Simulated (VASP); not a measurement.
# Nb (Im-3m) in VASP: a series of runs

The runs below take Nb through single point, relaxation of cell and atoms, with PBEsol.

Everything below comes from runs of VASP 6.6.1. Logs are shortened: lines on timing, memory, paths and dates and some standing lists are left out, and cuts for length are marked.

## (1) The cell of the first run

Symmetry: Im-3m, No. 229, cubic system. Conventional cell: a = 3.270 Å, b = 3.270 Å, c = 3.270 Å, α = 90.00°, β = 90.00°, γ = 90.00°. Within 3.7 Å of Nb (site symmetry m-3m) lie 14 Nb at 2.83 to 3.27 Å.

## (2) Single point, PBEsol

The input, INCAR:

```
SYSTEM = Nb
PREC     = Accurate       ! precision mode
ENCUT    = 500            ! plane-wave cutoff, eV
EDIFF    = 1E-6           ! SCF threshold, eV
ISMEAR   = -1             ! smearing method
SIGMA    = 0.05           ! smearing width, eV
LREAL    = .FALSE.        ! projectors in reciprocal space
LASPH    = .TRUE.         ! aspherical terms in the spheres
NELM     = 120            ! most SCF steps
ALGO     = Normal         ! electronic algorithm
ISIF     = 2              ! what is computed and relaxed
LWAVE    = .FALSE.        ! write WAVECAR
LCHARG   = .FALSE.        ! write CHGCAR
GGA      = PS             ! functional
NBANDS   = 12             ! bands
GGA_COMPAT= .FALSE.
```

The input, KPOINTS:

```
regular mesh
0
G
  9 9 9
  0 0 0
```

The input, POSCAR:

```
Nb
1.0
   -1.6350140405      1.6350140405      1.6350140405
    1.6350140405     -1.6350140405      1.6350140405
    1.6350140405      1.6350140405     -1.6350140405
Nb
1
Direct
    0.0000000000      0.0000000000      0.0000000000
```

Potentials or basis: VASP PAW PBE potentials, release 64 (Nb_sv).

Launch:

```bash
$ cat potpaw_PBE.64/Nb_sv/POTCAR > POTCAR
$ mpirun -np 1 vasp_std > vasp.out
```

OUTCAR:

```text
SYSTEM = Nb
   PREC = Accurate
   ENCUT = 500
   EDIFF = 1E-6
   ISMEAR = -1
   LREAL = .FALSE.
   LASPH = .TRUE.
   NELM = 120
   ISIF = 2
   GGA = PS

 ion  position               nearest neighbor table
   1  0.000  0.000  0.000-

  LATTYP: Found a body centered cubic cell.
 ALAT       =     3.2700280810

  Lattice vectors:

 A1 = (  -1.6350140405,   1.6350140405,   1.6350140405)
 A2 = (   1.6350140405,  -1.6350140405,   1.6350140405)
 A3 = (   1.6350140405,   1.6350140405,  -1.6350140405)

Analysis of symmetry for initial positions (statically):
=====================================================================
 Subroutine PRICEL returns:
 Original cell was already a primitive cell.

 Routine SETGRP: Setting up the symmetry group for a
 body centered cubic supercell.

 Subroutine GETGRP returns: Found 48 space group operations
 (whereof 48 operations were pure point group operations)
 out of a pool of 48 trial point group operations.

The static configuration has the point symmetry O_h .

Analysis of symmetry for dynamics (positions and initial velocities):
=====================================================================
 Subroutine PRICEL returns:
 Original cell was already a primitive cell.

 Routine SETGRP: Setting up the symmetry group for a
 body centered cubic supercell.

 Subroutine GETGRP returns: Found 48 space group operations
 (whereof 48 operations were pure point group operations)
 out of a pool of 48 trial point group operations.

The dynamic configuration has the point symmetry O_h .

 Subroutine INISYM returns: Found 48 space group operations
 (whereof 48 operations are pure point group operations),
 and found     1 'primitive' translations

----------------------------------------------------------------------------------------

                                     Primitive cell

  volume of cell :      17.4833

  direct lattice vectors                    reciprocal lattice vectors
    -1.635014040  1.635014040  1.635014040     0.000000000  0.305807771  0.305807771
     1.635014040 -1.635014040  1.635014040     0.305807771  0.000000000  0.305807771
     1.635014040  1.635014040 -1.635014040     0.305807771  0.305807771  0.000000000

  length of vectors
     2.831927389  2.831927389  2.831927389     0.432477498  0.432477498  0.432477498

  position of ions in fractional coordinates (direct lattice)
[... 82 lines left out ...]
   NFREE  =      0    steps in history (QN), initial steepest desc. (CG)
   ISIF   =      2    stress and relaxation
   ISYM   =      2    0-nonsym 1-usesym 2-fastsym
   POTIM  = 0.5000    time-step for ionic-motion
   TEBEG  =    0.0;   TEEND  =   0.0 temperature during run
   PSTRESS=    0.0 pullay stress
   NELECT =      13.0000    total number of electrons
   NUPDOWN=      -1.0000    fix difference up-down
   EMIN   =  10.00;   EMAX   =-10.00  energy-range for DOS
   EFERMI =   0.00;   METHOD = LEGACY
   ISMEAR =    -1;   SIGMA  =   0.05  broadening in eV -4-tet -1-fermi 0-gaus
   EFERMI_NEDOS =   21; number of points for ismear=-14 and -15
   IALGO  =     38    algorithm
   IMIX   =      4    mixing-type and parameters
     AMIX     =   0.40;   BMIX     =  1.00
     AMIX_MAG =   1.60;   BMIX_MAG =  1.00
  volume/ion in A,a.u.               =      17.48       117.98
  Fermi-wavevector in a.u.,A,eV,Ry     =   1.483137  2.802722 29.928653  2.199694
  Thomas-Fermi vector in A             =   2.596836
   LORBIT       =      0    0 simple, 1 ext, 2 COOP (PROOUT), +10 PAW based schemes
   GGA     = PS    functional components
   LHFCALC =     F    Hartree Fock is set to
   AEXX    =    0.0000 exact exchange contribution
   IVDW    =     0    specifies the selected vdW correction
   LEPSILON=     F    determine dielectric tensor
   LRPA    =     F    only Hartree local field effects (RPA)
 non-spin polarized calculation
  energy-cutoff  :      500.00
  volume of cell :       17.48
 maximum number of plane-waves:       454
 NGX is ok and might be reduce to    24
   NGX = 11   NGY = 11   NGZ = 11

 number of electron      13.0000001 magnetization

 Free energy of the ion-electron system (eV)
  ---------------------------------------------------
  ext. energy  EPLUGINS =         0.00000000
  ---------------------------------------------------
  free energy    TOTEN  =       -10.96858822 eV

  energy without entropy =      -10.95745578  energy(sigma->0) =      -10.96302200

 E-fermi :  11.4746     XC(G=0): -12.7839

 val. band max:       11.4452719470   @ k =  -0.2222   0.3333   0.1111
 cond. band min:      11.4824852900   @ k =   0.3333   0.2222  -0.0000
 fundamental gap:      0.0372133429
 Fermi energy:        11.4746080273

 k-point     1 :       0.0000    0.0000    0.0000
  band No.  band energies     occupation
      1     -42.7625      2.00000
      2     -18.0110      2.00000
      3     -18.0110      2.00000
      4     -18.0110      2.00000
      5       5.4407      2.00000
      6      11.8240      0.00185
      7      11.8240      0.00185
      8      11.8240      0.00185
      9      14.8350      0.00000
     10      14.8350      0.00000
     11      25.7579      0.00000
     12      25.7579      0.00000
[... 331 lines left out ...]
 k-point    24 :      -0.4444   -0.4444    0.1111
  band No.  band energies     occupation
      1     -42.4360      2.00000
      2     -19.3559      2.00000
      3     -18.7158      2.00000
      4     -18.2488      2.00000
      5       8.6024      2.00000
      6      10.5570      2.00000
      7      10.9968      1.99986
      8      13.8187      0.00000
      9      16.8300      0.00000
     10      19.8020      0.00000
     11      23.0777      0.00000
     12      25.6807      0.00000

 [... further k-points ...]

------------------------ aborting loop because EDIFF is reached ----------------------------------------

  FORCE on cell =-STRESS in cart. coord.  units (eV):
  Direction    XX          YY          ZZ          XY          YZ          ZX
  --------------------------------------------------------------------------------------
  -------------------------------------------------------------------------------------
  Total       -0.0423629     -0.0423629     -0.0423629      0.0000000      0.0000000     -0.0000000
  in kB       -3.8821420     -3.8821420     -3.8821420      0.0000000      0.0000000     -0.0000000
  external PRESSURE =      -3.8821420 kB  Pullay stress =       0.0000000 kB

 VOLUME and BASIS-vectors are now :
 -----------------------------------------------------------------------------
  energy-cutoff  :      500.00
  volume of cell :       17.48
      direct lattice vectors                 reciprocal lattice vectors
    -1.635014040  1.635014040  1.635014040     0.000000000  0.305807771  0.305807771
     1.635014040 -1.635014040  1.635014040     0.305807771  0.000000000  0.305807771
     1.635014040  1.635014040 -1.635014040     0.305807771  0.305807771  0.000000000

 POSITION                                       TOTAL-FORCE (eV/Angst)
 -----------------------------------------------------------------------------------
      0.00000      0.00000      0.00000        -0.000000     -0.000000      0.000000
 -----------------------------------------------------------------------------------
    total drift:                               -0.000000      0.000000      0.000000

  FREE ENERGIE OF THE ION-ELECTRON SYSTEM (eV)
  ---------------------------------------------------
  free  energy   TOTEN  =       -10.9685882247 eV

  energy  without entropy=      -10.9574557751  energy(sigma->0) =      -10.96302200
```

stdout:

```text
POSCAR found type information on POSCAR Nb
 POSCAR found :  1 types and       1 ions
 scaLAPACK will be used
 -----------------------------------------------------------------------------
|                                                                             |
|                                                                             |
|     You enforced a specific xc type in the INCAR file but a different       |
|     I HOPE YOU KNOW WHAT YOU ARE DOING!                                     |
|                                                                             |
 -----------------------------------------------------------------------------

 LDA part: xc-table for (Slater+PW92), standard interpolation
 POSCAR, INCAR and KPOINTS ok, starting setup
 FFT: planning ... GRIDC
 FFT: planning ... GRID_SOFT
 FFT: planning ... GRID
 WAVECAR not read
 entering main loop
```

It took 5.4 s on 1 thread of AMD EPYC 9R45 (Zen 5), shared host; peak memory 0.11 GiB.

Results:

```yaml
Free_energy: -10.9686 eV
Pressure: -0.4 GPa
Band_gap_on_the_k_mesh: zero (an odd number of electrons rules out a gap without spin polarisation)
```

Caveat: the PAW data sets were made with another functional, which shifts forces and pressure a little.

## (3) Relaxation of cell and atoms, PBEsol

This run uses another cell than the first one, of 18.43 Å³/atom.

The input, INCAR:

```
PREC = Accurate ; ENCUT = 500
EDIFF = 1E-7 ; ISMEAR = -1
SIGMA = 0.05 ; LREAL = F
LASPH = T ; NELM = 120
ALGO = Normal ; ISIF = 3
LWAVE = F ; LCHARG = F
GGA = PS ; IBRION = 2
NSW = 80 ; EDIFFG = -0.03
GGA_COMPAT = F ; NELMIN = 4
```

The input, KPOINTS:

```
Automatic mesh
0
Gamma
  9 9 9
```

The input, POSCAR:

```
Nb
1.0
   -1.6639500000      1.6639500000      1.6639500000
    1.6639500000     -1.6639500000      1.6639500000
    1.6639500000      1.6639500000     -1.6639500000
Nb
1
Direct
    0.0000000000      0.0000000000      0.0000000000
```

Potentials or basis: VASP PAW PBE potentials, release 64 (Nb_sv).

Launch:

```bash
$ cat potpaw_PBE.64/Nb_sv/POTCAR > POTCAR
$ mpirun -np 1 vasp_std > vasp.out
```

Wall time 17 s (1 thread of AMD EPYC 9R45 (Zen 5), shared host); peak memory 0.12 GiB.

The run converged. Its results:

| Item | Value |
| --- | --- |
| Free energy | -10.9697 eV |
| Relaxed volume | 17.46 Å³/atom |
| Relaxed cell | a = 2.830 Å, b = 2.830 Å, c = 2.830 Å, α = 109.47°, β = 109.47°, γ = 109.47° |
| Space group after relaxing (to 0.1 Å) | Im-3m (No. 229) |
| Energy gained by relaxing | 28.8 meV/atom |
| Ionic steps | 4 |
| Pressure after relaxing | 0.0 GPa |
| Band gap on the k mesh | zero (an odd number of electrons rules out a gap without spin polarisation) |

The path:
```
step  energy change (eV)  largest force (eV/Å)  pressure (GPa)  volume (Å³)
   1              0.0000                0.0000           -9.06        18.43
   2              0.0795                0.0000           22.71        15.79
   3             -0.0287                0.0000           -0.29        17.48
   4             -0.0288                0.0000           -0.03        17.46
```

Final structure:
```
Nb
1.0
    -1.63416    1.63416    1.63416
     1.63416   -1.63416    1.63416
     1.63416    1.63416   -1.63416
Nb
1
Direct
  0.00000 0.00000 0.00000
```

Levels at points of the mesh, in eV from the Fermi level:
| k point | band 3 | band 4 | band 5 | band 6 | band 7 | band 8 | band 9 | band 10 |
| --- | --- | --- | --- | --- | --- | --- | --- | --- |
| (0.00, 0.00, 0.00) | -29.48 | -29.48 | -6.04 | 0.35 | 0.35 | 0.35 | 3.36 | 3.36 |

Caveat: the PAW data sets were made with another functional, which shifts forces and pressure a little.
